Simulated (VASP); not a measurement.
A run of VASP 6.6.1 is set up as follows.

File INCAR:

```
  PREC = Accurate
  ENCUT = 600
  EDIFF = 1E-6
  ISMEAR = -1
  SIGMA = 0.05
  LREAL = False
  LASPH = True
  NELM = 80
  ALGO = Normal
  ISIF = 3
  LWAVE = False
  LCHARG = False
  GGA = PE
  IVDW = 13
  IBRION = 2
  NSW = 60
  EDIFFG = -0.01
```

Contents of KPOINTS:

```
regular mesh
0
Gamma
  4 4 4
```

POSCAR

```
SnO2
1.0
    5.1752560000      0.0000000000      0.0000000000
    0.0000000000      5.1752560000      0.0000000000
    0.0000000000      0.0000000000      5.1752560000
Sn O
4 8
Direct
    0.0000000000      0.0000000000      0.0000000000
    0.5000000000      0.0000000000      0.5000000000
    0.5000000000      0.5000000000      0.0000000000
    0.0000000000      0.5000000000      0.5000000000
    0.6610980000      0.8389020000      0.1610980000
    0.8389020000      0.1610980000      0.6610980000
    0.1610980000      0.6610980000      0.8389020000
    0.3389020000      0.3389020000      0.3389020000
    0.6610980000      0.6610980000      0.6610980000
    0.8389020000      0.3389020000      0.1610980000
    0.1610980000      0.8389020000      0.3389020000
    0.3389020000      0.1610980000      0.8389020000
```

Potentials or basis: VASP PAW PBE potentials, release 64 (Sn_d, O).

Command:

```sh
$ cat potpaw_PBE.64/Sn_d/POTCAR potpaw_PBE.64/O/POTCAR > POTCAR
$ mpirun -np 1 vasp_std > vasp.out
```

Question: Estimate the relaxed volume.

Answer: 11.31 Å³/atom.

Question: Predict the dispersion energy per atom.

Answer: -0.283 eV.

Question: What does it give for the band gap on the k mesh?

Answer: 0.76 eV (least direct gap 0.82 eV).

Question: Estimate the space group after relaxing (to 0.1 Å).

Answer: Pa-3 (No. 205).

The path:
```csv
step,energy change (eV),largest force (eV/Å),pressure (GPa),volume (Å³)
1,0.0000,0.0081,-3.85,138.61
2,0.0024,0.0457,4.35,133.12
3,-0.0339,0.0259,-0.02,135.86
4,-0.0339,0.0262,0.13,135.81
5,-0.0341,0.0216,-0.17,135.96
6,-0.0341,0.0206,-0.23,136.00
7,-0.0342,0.0184,-0.22,135.99
8,-0.0345,0.0113,-0.20,135.97
9,-0.0347,0.0028,-0.16,135.92
10,-0.0348,0.0005,0.05,135.77
```

Caveat: spin-orbit coupling is left out, which moves the levels of the heavy elements. A k mesh can miss the band edges.
